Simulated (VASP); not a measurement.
# CdI2 (P-3m1) in VASP: single point with PBE-based screened hybrid with 40 % exact exchange

Aim: the single point of CdI2 with PBE-based screened hybrid with 40 % exact exchange.

Everything below comes from runs of VASP 6.6.1. Logs are shortened: lines on timing, memory, paths and dates and some standing lists are left out, and cuts for length are marked.

## 1. The cell of the first run

The structure is trigonal, space group P-3m1 (No. 164). The conventional cell has a = 4.247 Å, b = 4.247 Å, c = 6.895 Å, α = 90.00°, β = 90.00°, γ = 120.00°. Cd (site symmetry -3m) has 6 I at 2.99 Å within 3.9 Å. I (site symmetry 3m) has 3 Cd at 2.99 Å within 3.9 Å.

## 2. Single point, PBE-based screened hybrid with 40 % exact exchange

Contents of POSCAR:

```
CdI2
1.0
    4.2470087538      0.0000000000      0.0000000000
   -2.1235043769      3.6780174709      0.0000000000
    0.0000000000      0.0000000000      6.8950250881
Cd I
1 2
Direct
    0.0000000000      0.0000000000      0.0000000000
    0.3333333333      0.6666666667      0.2493934742
    0.6666666667      0.3333333333      0.7506065258
```

Contents of INCAR.step1:

```
SYSTEM = CdI2
ALGO = Normal ; EDIFF = 1E-5
ENCUT = 400 ; GGA = PE
GGA_COMPAT = .FALSE. ; ISIF = 2
ISMEAR = 0 ; LASPH = .TRUE.
LREAL = .FALSE. ; LWAVE = .TRUE.
NBANDS = 20 ; NELM = 120
PREC = Accurate ; SIGMA = 0.01
```

Contents of INCAR.step2:

```
SYSTEM = CdI2
AEXX = 0.4 ; ALGO = Normal
EDIFF = 1E-6 ; ENCUT = 400
GGA = PE ; GGA_COMPAT = .FALSE.
HFSCREEN = 0.5 ; ISIF = 2
ISMEAR = 0 ; ISTART = 1
LASPH = .TRUE. ; LCHARG = .TRUE.
LELF = .TRUE. ; LHFCALC = .TRUE.
LREAL = .FALSE. ; LVHAR = .TRUE.
LWAVE = .FALSE. ; NBANDS = 20
NELM = 120 ; PREC = Accurate
PRECFOCK = Normal ; SIGMA = 0.01
```

Contents of KPOINTS:

```
k-points
0
G
  6 6 2
  0 0 0
```

Potentials or basis: VASP PAW PBE potentials, release 64 (Cd, I).

Started as:

```console
$ cat potpaw_PBE.64/Cd/POTCAR potpaw_PBE.64/I/POTCAR > POTCAR
$ cp INCAR.step1 INCAR
$ mpirun -np 1 vasp_std > vasp.out
$ cp INCAR.step2 INCAR
$ mpirun -np 1 vasp_std > vasp.out
```

OUTCAR:

```text
SYSTEM = CdI2
   AEXX = 0.4
   EDIFF = 1E-6
   ENCUT = 400
   GGA = PE
   HFSCREEN = 0.5
   ISIF = 2
   ISMEAR = 0
   ISTART = 1
   LASPH = .TRUE.
   LHFCALC = .TRUE.
   LREAL = .FALSE.
   NELM = 120
   PREC = Accurate
   PRECFOCK = Normal

 ion  position               nearest neighbor table
   1  0.000  0.000  0.000-   2 2.99   3 2.99   3 2.99   2 2.99   3 2.99   2 2.99
   2  0.333  0.667  0.249-   1 2.99   1 2.99   1 2.99
   3  0.667  0.333  0.751-   1 2.99   1 2.99   1 2.99

  LATTYP: Found a hexagonal cell.
 ALAT       =     4.2470087538
 C/A-ratio  =     1.6235015014

  Lattice vectors:

 A1 = (   4.2470087538,   0.0000000000,   0.0000000000)
 A2 = (  -2.1235043769,   3.6780174709,   0.0000000000)
 A3 = (   0.0000000000,   0.0000000000,   6.8950250881)

Analysis of symmetry for initial positions (statically):
=====================================================================
 Subroutine PRICEL returns:
 Original cell was already a primitive cell.

 Routine SETGRP: Setting up the symmetry group for a
 hexagonal supercell.

 Subroutine GETGRP returns: Found 12 space group operations
 (whereof 12 operations were pure point group operations)
 out of a pool of 24 trial point group operations.

The static configuration has the point symmetry D_3d.

Analysis of symmetry for dynamics (positions and initial velocities):
=====================================================================
 Subroutine PRICEL returns:
 Original cell was already a primitive cell.

 Routine SETGRP: Setting up the symmetry group for a
 hexagonal supercell.

 Subroutine GETGRP returns: Found 12 space group operations
 (whereof 12 operations were pure point group operations)
 out of a pool of 24 trial point group operations.

The dynamic configuration has the point symmetry D_3d.

 Subroutine INISYM returns: Found 12 space group operations
 (whereof 12 operations are pure point group operations),
 and found     1 'primitive' translations

----------------------------------------------------------------------------------------

                                     Primitive cell

  volume of cell :     107.7042

  direct lattice vectors                    reciprocal lattice vectors
     4.247008754  0.000000000  0.000000000     0.235459840  0.135942802  0.000000000
    -2.123504377  3.678017471  0.000000000     0.000000000  0.271885604  0.000000000
     0.000000000  0.000000000  6.895025088     0.000000000  0.000000000  0.145032105

  length of vectors
     4.247008754  4.247008754  6.895025088     0.271885604  0.271885604  0.145032105

  position of ions in fractional coordinates (direct lattice)
     0.000000000  0.000000000  0.000000000
     0.333333333  0.666666667  0.249393474
     0.666666667  0.333333333  0.750606526

  ion indices of the primitive-cell ions
   primitive index   ion index
                 1           1
                 2           2
                 3           3

----------------------------------------------------------------------------------------

 KPOINTS: k-points

Automatic generation of k-mesh.
 Grid dimensions read from file:
 generate k-points for:    6    6    2

 Generating k-lattice:

  Cartesian coordinates                     Fractional coordinates (reciprocal lattice)
     0.039243307  0.022657134  0.000000000     0.166666667  0.000000000  0.000000000
     0.000000000  0.045314267  0.000000000     0.000000000  0.166666667  0.000000000
     0.000000000  0.000000000  0.072516052     0.000000000  0.000000000  0.500000000

  Length of vectors
     0.045314267  0.045314267  0.072516052

  Shift w.r.t. Gamma in fractional coordinates (k-lattice)
     0.000000000  0.000000000  0.000000000

 Subroutine IBZKPT returns following result:
 ===========================================

 Found     14 irreducible k-points:

 Following reciprocal coordinates:
            Coordinates               Weight
  0.000000  0.000000  0.000000      1.000000
  0.166667 -0.000000  0.000000      6.000000
  0.333333 -0.000000  0.000000      6.000000
  0.500000  0.000000  0.000000      3.000000
  0.166667  0.166667  0.000000      6.000000
  0.333333  0.166667  0.000000     12.000000
  0.333333  0.333333  0.000000      2.000000
  0.000000  0.000000  0.500000      1.000000
  0.166667 -0.000000  0.500000      6.000000
  0.333333 -0.000000  0.500000      6.000000
  0.500000  0.000000  0.500000      3.000000
  0.166667  0.166667  0.500000      6.000000
  0.333333  0.166667  0.500000     12.000000
  0.333333  0.333333  0.500000      2.000000
   k-points           NKPTS =     14   k-points in BZ     NKDIM =     72   number of bands    NBANDS=     20
   number of dos      NEDOS =    301   number of ions     NIONS =      3
   total plane-waves  NPLWV =  37632
   dimension x,y,z NGX =    28 NGY =   28 NGZ =   48
   dimension x,y,z NGXF=    56 NGYF=   56 NGZF=   96
   ions per type =               1   2
   NGX,Y,Z   is equivalent  to a cutoff of  10.96, 10.96, 11.57 a.u.
   NGXF,Y,Z  is equivalent  to a cutoff of  21.92, 21.92, 23.15 a.u.
 SYSTEM =  CdI2
   PREC   = accura    normal or accurate (medium, high low for compatibility)
   ISTART =      1    job   : 0-new  1-cont  2-samecut
   ICHARG =      0    charge: 1-file 2-atom 10-const
   ISPIN  =      1    spin polarized calculation?
   LNONCOLLINEAR =      F non collinear calculations
   LSORBIT =      F    spin-orbit coupling
   LASPH  =      T    aspherical Exc in radial PAW
   ENCUT  =  400.0 eV  29.40 Ry    5.42 a.u.   6.93  6.93 11.24*2*pi/ulx,y,z
   NELM   =    120;   NELMIN=  2; NELMDL=  0     # of ELM steps
   EDIFF  = 0.1E-05   stopping-criterion for ELM
   LREAL  =      F    real-space projection
   EDIFFG = 0.1E-04   stopping-criterion for IOM
   NSW    =      0    number of steps for IOM
   IBRION =     -1    ionic relax: 0-MD 1-quasi-New 2-CG
   NFREE  =      0    steps in history (QN), initial steepest desc. (CG)
   ISIF   =      2    stress and relaxation
   ISYM   =      3    0-nonsym 1-usesym 2-fastsym
   POTIM  = 0.5000    time-step for ionic-motion
   TEBEG  =    0.0;   TEEND  =   0.0 temperature during run
   PSTRESS=    0.0 pullay stress
   NELECT =      26.0000    total number of electrons
   NUPDOWN=      -1.0000    fix difference up-down
   EMIN   =  10.00;   EMAX   =-10.00  energy-range for DOS
   EFERMI =   0.00;   METHOD = LEGACY
   ISMEAR =     0;   SIGMA  =   0.01  broadening in eV -4-tet -1-fermi 0-gaus
   EFERMI_NEDOS =   21; number of points for ismear=-14 and -15
   IALGO  =     38    algorithm
   IMIX   =      1    mixing-type and parameters
     AMIX     =   0.40;   BMIX     =  1.00
     AMIX_MAG =   1.60;   BMIX_MAG =  1.00
  volume/ion in A,a.u.               =      35.90       242.27
  Fermi-wavevector in a.u.,A,eV,Ry     =   1.019346  1.926285 14.137359  1.039067
  Thomas-Fermi vector in A             =   2.152855
   LORBIT       =      0    0 simple, 1 ext, 2 COOP (PROOUT), +10 PAW based schemes
   GGA     = PE    functional components
   LHFCALC =     T    Hartree Fock is set to
   PRECFOCK=normal    Normal, Fast or Accurate (Low or Medium for compatibility)
   ENCUT4O =  -1.0   cutoff for four orbital integrals eV
   NKREDX  =     1    reduce k-point grid by
   NKREDY  =     1    reduce k-point grid by
   NKREDZ  =     1    reduce k-point grid by
   AEXX    =    0.4000 exact exchange contribution
   HFSCREEN=    0.5000 screening length (either q_TF or 0.3 A-1)
   HFSCREENC=   0.5000 screening length for correlation (either q_TF or 0.3 A-1)
   ENCUTFOCK=  -1.0 apply spherical cutoff to Coloumb kernel
   IVDW    =     0    specifies the selected vdW correction
   LEPSILON=     F    determine dielectric tensor
   LRPA    =     F    only Hartree local field effects (RPA)
 non-spin polarized calculation
 Gauss-broadening in eV      SIGMA  =   0.01
  energy-cutoff  :      400.00
  volume of cell :      107.70
 maximum number of plane-waves:      1971
 NGX is ok and might be reduce to    28
  NGX = 24; NGY = 24; NGZ = 36

 number of electron      26.0000011 magnetization

 Free energy of the ion-electron system (eV)
  ---------------------------------------------------
  ext. energy  EPLUGINS =         0.00000000
  ---------------------------------------------------
  free energy    TOTEN  =        -6.97974454 eV

  energy without entropy =       -6.97974454  energy(sigma->0) =       -6.97974454

 E-fermi :   1.4549     XC(G=0):  -6.9012

 val. band max:        1.3664300730   @ k =   0.0000   0.0000   0.5000
 cond. band min:       4.5308804490   @ k =   0.5000   0.0000   0.5000
 fundamental gap:      3.1644503759
 Fermi energy:         1.4548732902

 k-point     1 :       0.0000    0.0000    0.0000
  band No.  band energies     occupation
      1     -11.8555      2.00000
      2     -11.0905      2.00000
      3      -7.8157      2.00000
      4      -7.8157      2.00000
      5      -7.6606      2.00000
      6      -7.6006      2.00000
[... 12 lines left out ...]
     19      11.3603      0.00000
     20      11.4279      0.00000

 k-point     2 :       0.1667   -0.0000    0.0000
  band No.  band energies     occupation
      1     -11.7094      2.00000
      2     -11.0838      2.00000
      3      -7.8010      2.00000
      4      -7.7305      2.00000
      5      -7.6386      2.00000
      6      -7.6038      2.00000
[... 12 lines left out ...]
     19      10.3657      0.00000
     20      11.4043      0.00000

 k-point     3 :       0.3333   -0.0000    0.0000
  band No.  band energies     occupation
      1     -11.3786      2.00000
      2     -11.0789      2.00000
      3      -7.7848      2.00000
      4      -7.6632      2.00000
      5      -7.5933      2.00000
      6      -7.5645      2.00000
[... 12 lines left out ...]
     19      10.7462      0.00000
     20      11.3709      0.00000

 k-point     4 :       0.5000    0.0000    0.0000
  band No.  band energies     occupation
      1     -11.1551      2.00000
      2     -11.1148      2.00000
      3      -7.7828      2.00000
      4      -7.6712      2.00000
      5      -7.5791      2.00000
      6      -7.5427      2.00000
[... 12 lines left out ...]
     19      11.4108      0.00000
     20      11.9181      0.00000

 k-point     5 :       0.1667    0.1667    0.0000
  band No.  band energies     occupation
      1     -11.4697      2.00000
      2     -11.0767      2.00000
      3      -7.7752      2.00000
      4      -7.6463      2.00000
      5      -7.6149      2.00000
      6      -7.5728      2.00000
[... 12 lines left out ...]
     19       9.3740      0.00000
     20      11.7775      0.00000

 k-point     6 :       0.3333    0.1667    0.0000
  band No.  band energies     occupation
      1     -11.1896      2.00000
      2     -11.0831      2.00000
      3      -7.7319      2.00000
      4      -7.6459      2.00000
      5      -7.5847      2.00000
      6      -7.5549      2.00000
[... 12 lines left out ...]
     19      10.6283      0.00000
     20      11.5270      0.00000

 k-point     7 :       0.3333    0.3333    0.0000
  band No.  band energies     occupation
      1     -11.0884      2.00000
      2     -11.0884      2.00000
      3      -7.6222      2.00000
      4      -7.6222      2.00000
      5      -7.5706      2.00000
      6      -7.5458      2.00000
[... 12 lines left out ...]
     19      10.5579      0.00000
     20      10.5579      0.00000
[... 47 lines left out ...]
 k-point    10 :       0.3333   -0.0000    0.5000
  band No.  band energies     occupation
      1     -11.2844      2.00000
      2     -11.1736      2.00000
      3      -7.7857      2.00000
      4      -7.6668      2.00000
      5      -7.5906      2.00000
      6      -7.5646      2.00000
[... 12 lines left out ...]
     19      11.4043      0.00000
     20      11.6232      0.00000

 k-point    11 :       0.5000    0.0000    0.5000
  band No.  band energies     occupation
      1     -11.2166      2.00000
      2     -11.0426      2.00000
      3      -7.7841      2.00000
      4      -7.6739      2.00000
      5      -7.5758      2.00000
      6      -7.5428      2.00000
[... 12 lines left out ...]
     19      11.7239      0.00000
     20      12.0876      0.00000

 k-point    12 :       0.1667    0.1667    0.5000
  band No.  band energies     occupation
      1     -11.3316      2.00000
      2     -11.2233      2.00000
      3      -7.7711      2.00000
      4      -7.6569      2.00000
      5      -7.6134      2.00000
      6      -7.5812      2.00000
[... 12 lines left out ...]
     19      10.2321      0.00000
     20      11.1535      0.00000

 k-point    13 :       0.3333    0.1667    0.5000
  band No.  band energies     occupation
      1     -11.1784      2.00000
      2     -11.0895      2.00000
      3      -7.7246      2.00000
      4      -7.6475      2.00000
      5      -7.5828      2.00000
      6      -7.5550      2.00000
[... 12 lines left out ...]
     19      10.4120      0.00000
     20      11.7170      0.00000

 k-point    14 :       0.3333    0.3333    0.5000
  band No.  band energies     occupation
      1     -11.0879      2.00000
      2     -11.0879      2.00000
      3      -7.6178      2.00000
      4      -7.6178      2.00000
      5      -7.5695      2.00000
      6      -7.5395      2.00000
[... 12 lines left out ...]
     19      11.2180      0.00000
     20      11.2181      0.00000

------------------------ aborting loop because EDIFF is reached ----------------------------------------

  FORCE on cell =-STRESS in cart. coord.  units (eV):
  Direction    XX          YY          ZZ          XY          YZ          ZX
  --------------------------------------------------------------------------------------
  -------------------------------------------------------------------------------------
  Total        0.5005683      0.5005683      0.3753899     -0.0000000     -0.0000000      0.0000000
  in kB        7.4463103      7.4463103      5.5841928     -0.0000000     -0.0000000      0.0000000
  external PRESSURE =       6.8256044 kB  Pullay stress =       0.0000000 kB

 VOLUME and BASIS-vectors are now :
 -----------------------------------------------------------------------------
  energy-cutoff  :      400.00
  volume of cell :      107.70
      direct lattice vectors                 reciprocal lattice vectors
     4.247008754  0.000000000  0.000000000     0.235459840  0.135942802  0.000000000
    -2.123504377  3.678017471  0.000000000     0.000000000  0.271885604  0.000000000
     0.000000000  0.000000000  6.895025088     0.000000000  0.000000000  0.145032105

 POSITION                                       TOTAL-FORCE (eV/Angst)
 -----------------------------------------------------------------------------------
      0.00000      0.00000      0.00000         0.000000      0.000000     -0.000000
     -0.00000      2.45201      1.71957        -0.000000     -0.000000     -0.045815
      2.12350      1.22601      5.17545        -0.000000      0.000000      0.045815
 -----------------------------------------------------------------------------------
    total drift:                                0.000001      0.000001      0.000060

  FREE ENERGIE OF THE ION-ELECTRON SYSTEM (eV)
  ---------------------------------------------------
  free  energy   TOTEN  =        -6.9797445352 eV

  energy  without entropy=       -6.9797445352  energy(sigma->0) =       -6.97974454
```

Wall time 27 min (1 thread of AMD EPYC 7R13 (Zen 3), shared host); peak memory 0.29 GiB.

What came out:

- Free energy: -6.9797 eV
- Pressure: 0.7 GPa
- Largest force: 0.046 eV/Å
- Band gap on the k mesh: 3.16 eV (least direct gap 3.43 eV)

Forces in eV/Å, atoms in the order of the input:
```
Cd   0.000  0.000  0.000
I    0.000  0.000 -0.046
I    0.000  0.000  0.046
```

Levels at points of the mesh, in eV from the valence-band top:
| k point | band 10 | band 11 | band 12 | band 13 | band 14 | band 15 | band 16 | band 17 |
| --- | --- | --- | --- | --- | --- | --- | --- | --- |
| (0.00, 0.00, 0.00) | -0.26 | -0.15 | -0.15 | -0.12 | 3.32 | 5.22 | 7.23 | 7.23 |
| (0.50, 0.00, 0.00) | -2.04 | -1.54 | -0.70 | -0.13 | 3.44 | 5.77 | 6.62 | 7.38 |
| (0.00, 0.00, 0.50) | -0.39 | -0.39 | 0.00 | 0.00 | 4.46 | 5.28 | 7.01 | 7.01 |
| (0.50, 0.00, 0.50) | -1.33 | -1.24 | -0.52 | -0.45 | 3.16 | 5.67 | 6.62 | 7.30 |

Caveat: the k points lie up to 0.46 Å⁻¹ apart; the PAW data sets were made with another functional, which shifts forces and pressure a little; spin-orbit coupling is left out, which moves the levels of the heavy elements. A k mesh can miss the band edges.
